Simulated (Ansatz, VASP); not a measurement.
## Cu in VASP and in Ansatz

File INCAR:

```
SYSTEM = Cu
  ALGO = Fast
  EDIFF = 1E-7
  ENCUT = 520
  GGA = PS
  ISIF = 2
  ISMEAR = 0
  LASPH = .TRUE.
  LCHARG = .FALSE.
  LREAL = .FALSE.
  LWAVE = .FALSE.
  NBANDS = 12
  NELM = 60
  PREC = Accurate
  SIGMA = 0.15
```

Contents of KPOINTS:

```
k-points
0
G
  24 24 24
  0 0 0
```

File POSCAR:

```
Cu
1.0
   -1.4427933200      1.5149329860      1.3760814500
    1.4427933200     -1.5149329860      1.3760814500
    1.4427933200      1.5149329860     -1.3760814500
Cu
1
Direct
    0.0000000000      0.0000000000      0.0000000000
```

Input for Ansatz:

```yaml
crystal:
  lattice:
    - [-1.44279332, 1.514932986, 1.37608145]
    - [1.44279332, -1.514932986, 1.37608145]
    - [1.44279332, 1.514932986, -1.37608145]
  atoms:
    - { symbol: Cu, position: [0.0, 0.0, 0.0] }
basis:
  ecutwfc: 420
kpoints:
  mp_grid: { grid: [24, 24, 24] }
hamiltonian:
  xc: pbesol
scf:
  occupations: { method: gaussian, width: 0.15 }
output:
  forces: true
  stress: true
  eigenvalues: true
```

Change from the starting cell: strain +0.0500 x Voigt [0, 1, 0, 0, 0, 0], atoms carried along.

Alike in both runs: task single point; functional PBEsol; k mesh 24 × 24 × 24; occupations gaussian, width 0.15 eV; no spin polarisation.

|  | VASP | Ansatz |
| --- | --- | --- |
| version | VASP 6.6.1 | Ansatz 0.2.0 |
| potentials or method | VASP PAW PBE potentials, release 64 (Cu), cutoff 520 eV | scalar-relativistic, plane waves, PAW |
| valence electrons in the cell | 11 | 19 |

```tsv
	VASP	Ansatz	Ansatz less VASP
gap on the k mesh at the Fermi level (eV)	none	none	-
pressure (GPa)	-7.4	-8.2	-0.78
traceless stress, the component that is largest in VASP (GPa)	0.71	0.73	+0.014
```

VASP's potentials were made for PBE, not for PBEsol. A gap of «none» marks a metal or a gap that the smearing closes. VASP's potentials hold 11 valence electrons a cell and Ansatz's 19, so a difference there can come from the potentials and not from the codes.
